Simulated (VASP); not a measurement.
Wanted: the native input for a VASP 6.6.1 run.

| Quantity | Value |
| --- | --- |
| Task | relaxation of cell and atoms |
| Functional | LDA |
| Potentials or basis | VASP PAW LDA potentials, release 64 (Li_sv, Cl) |
| Cutoff | 600 eV |
| k mesh | 10 × 10 × 10 |
| Occupations | gaussian, width 0.01 eV |
| Spin | no spin polarisation |
| Target pressure | 50 GPa |
| Dipole correction | no |
| Further INCAR settings | ALGO = Normal; EDIFF = 1e-06; IBRION = 2; EDIFFG = -0.001; NSW = 80; ISIF = 3 |

The structure of LiCl lies in POSCAR:

```
LiCl
1.0
    0.0000000000      2.1319680775      2.1319680775
    2.1319680775      0.0000000000      2.1319680775
    2.1319680775      2.1319680775      0.0000000000
Li Cl
1 1
Direct
    0.0000000000      0.0000000000      0.0000000000
    0.5000000000      0.5000000000      0.5000000000
```

One way to write it, as run:

INCAR

```
  PREC = Accurate
  ENCUT = 600
  EDIFF = 1E-6
  ISMEAR = 0
  SIGMA = 0.01
  LREAL = False
  LASPH = True
  NELM = 80
  ALGO = Normal
  ISIF = 3
  LWAVE = False
  LCHARG = False
  IBRION = 2
  NSW = 80
  EDIFFG = -0.001
  PSTRESS = 500.0
```

KPOINTS

```
regular mesh
0
Gamma
  10 10 10
```

Potentials or basis: VASP PAW LDA potentials, release 64 (Li_sv, Cl).

The run is started by

```console
$ cat potpaw_LDA.64/Li_sv/POTCAR potpaw_LDA.64/Cl/POTCAR > POTCAR
$ mpirun -np 1 vasp_std > vasp.out
```

It gave:

| Item | Value |
| --- | --- |
| Relaxed volume | 9.69 Å³/atom |
| Relaxed cell | a = 3.015 Å, b = 3.015 Å, c = 3.015 Å, α = 60.00°, β = 60.00°, γ = 60.00° |
| Space group after relaxing (to 0.05 Å) | Fm-3m (No. 225) |
| Energy change on relaxing (the enthalpy is what falls) | +1.4 meV/atom |
| Ionic steps | 8 |
| Pressure after relaxing | 50.0 GPa |
| Band gap on the k mesh | 6.27 eV, indirect (least direct gap 7.48 eV) |

Caveat: the cutoff is under 1.25 times the usual one of these potentials, so pressure, stress and relaxed cells hold a basis-set (Pulay) error; the cell is relaxed towards a set pressure, so the enthalpy falls and the energy may rise.

It took 12 s on 1 thread of Intel(R) Xeon(R) Platinum 8375C CPU @ 2.90GHz (Ice Lake) (shared host), peak memory 0.12 GiB.
